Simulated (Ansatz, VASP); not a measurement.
# Two plane-wave programs on KF

File INCAR:

```
PREC     = Accurate       # precision mode
ENCUT    = 520            # plane-wave cutoff, eV
EDIFF    = 1E-6           # SCF threshold, eV
ISMEAR   = 0              # smearing method
SIGMA    = 0.05           # smearing width, eV
LREAL    = F              # projectors in reciprocal space
LASPH    = T              # aspherical terms in the spheres
NELM     = 80             # most SCF steps
ALGO     = Normal         # electronic algorithm
ISIF     = 2              # what is computed and relaxed
LWAVE    = F              # write WAVECAR
LCHARG   = F              # write CHGCAR
NBANDS   = 15             # bands
```

KPOINTS

```
Automatic mesh
0
Gamma
  8 8 8
```

Contents of POSCAR:

```
KF
1.0
    0.1368748945      2.5957053346      2.5957053346
    2.5957053346      0.1368748945      2.5957053346
    2.5957053346      2.5957053346      0.1368748945
K F
1 1
Direct
    0.0000000000      0.0000000000      0.0000000000
    0.5000000000      0.5000000000      0.5000000000
```

Input for Ansatz:

```yaml
crystal:
  lattice:
    - [0.1368748945, 2.5957053346, 2.5957053346]
    - [2.5957053346, 0.1368748945, 2.5957053346]
    - [2.5957053346, 2.5957053346, 0.1368748945]
  atoms:
    - { symbol: K, position: [0.0, 0.0, 0.0] }
    - { symbol: F, position: [0.5, 0.5, 0.5] }
basis:
  ecutwfc: 520.0
kpoints:
  mp_grid: { grid: [8, 8, 8] }
hamiltonian:
  xc: lda
scf:
  occupations: { method: gaussian, width: 0.05 }
output:
  forces: true
  stress: true
  eigenvalues: true
```

Alike in both runs: task single point; functional LDA; k mesh 8 × 8 × 8; occupations gaussian, width 0.05 eV; no spin polarisation.

```csv
,VASP,Ansatz
version,VASP 6.6.1,Ansatz 0.2.0
potentials or method,"VASP PAW LDA potentials, release 64 (K_sv, F), cutoff 520 eV","scalar-relativistic, plane waves, PAW"
valence electrons in the cell,16,16
```

Ansatz gave:

```
gap on the k mesh at the Fermi level (eV)                     : 6.71
least direct gap on the mesh (eV)                             : 6.71
pressure (GPa)                                                : 3.2
traceless stress, the component that is largest in VASP (GPa) : -0.77
```

Question: What did VASP give for the same quantities?

Answer: gap on the k mesh at the Fermi level (eV): 6.68; least direct gap on the mesh (eV): 6.68; pressure (GPa): 3.5; traceless stress, the component that is largest in VASP (GPa): -0.74.

LDA's correlation is that of Perdew and Zunger in VASP and of Perdew and Wang (1992) in Ansatz.
